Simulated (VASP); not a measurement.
Write the native input for VASP 6.6.1 that does the following.

| Item | Value |
| --- | --- |
| Task | single point |
| Functional | PBE |
| Potentials or basis | VASP PAW PBE potentials, release 64 (Zr_sv) |
| Cutoff | 500 eV |
| k mesh | 9 × 9 × 9 |
| Occupations | methfessel-paxton, width 0.1 eV |
| Spin | no spin polarisation |
| Dipole correction | no |
| Further INCAR settings | ALGO = Normal; EDIFF = 1e-06; NBANDS = 12 |

The structure of Zr lies in POSCAR:

```
Zr
1.0
   -1.8100000000      1.8100000000      1.8100000000
    1.8100000000     -1.8100000000      1.8100000000
    1.8100000000      1.8100000000     -1.8100000000
Zr
1
Direct
    0.0000000000      0.0000000000      0.0000000000
```

One way to write it, as run:

INCAR

```
SYSTEM = Zr
ALGO = Normal
EDIFF = 1E-6
ENCUT = 500
GGA = PE
GGA_COMPAT = .False.
ISIF = 2
ISMEAR = 1
LASPH = .True.
LCHARG = .False.
LREAL = .False.
LWAVE = .False.
NBANDS = 12
NELM = 120
PREC = Accurate
SIGMA = 0.1
```

KPOINTS

```
k-points
0
Gamma
  9 9 9
  0 0 0
```

Potentials or basis: VASP PAW PBE potentials, release 64 (Zr_sv).

The run is started by

```sh
$ cat potpaw_PBE.64/Zr_sv/POTCAR > POTCAR
$ mpirun -np 1 vasp_std > vasp.out
```

It gave:

The pressure is -3.7 GPa and the band gap on the k mesh is zero (band 6 reaches 9.63 eV, above the bottom of band 7 at 8.09 eV).

Wall time 14 s on 1 thread of Intel Xeon 8259CL (shared host), peak memory 0.14 GiB.
